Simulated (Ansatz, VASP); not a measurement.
**KCl: VASP beside Ansatz**

```xyz
2
Lattice="2.9292 2.9292 0.0000 -2.9292 2.9292 0.0000 0.0000 2.9292 2.9292" Properties=species:S:1:pos:R:3 pbc="T T T"
K     0.0000    0.0000    0.0000
Cl    0.0000    2.9292    0.0000
```

Alike in both runs: task single point; functional r2SCAN; k mesh 6 × 6 × 6; no spin polarisation.

|  | VASP | Ansatz |
| --- | --- | --- |
| version | VASP 6.6.1 | Ansatz 0.2.0 |
| potentials or method | VASP PAW PBE potentials, release 64 (K_sv, Cl) | PAW with Ansatz's default frozen-core files, scalar-relativistic |
| plane-wave cutoff (eV) | 520 | 500 |
| occupations | gaussian, width 0.01 eV | fixed |
| valence electrons in the cell | 16 | 16 |

|  | VASP | Ansatz | Ansatz less VASP |
| --- | --- | --- | --- |
| gap on the k mesh at the Fermi level (eV) | 6.71 | 6.70 | -0.005 |
| pressure (GPa) | 7.0 | 7.0 | -0.04 |

VASP's potentials were made for PBE, not for r2SCAN.
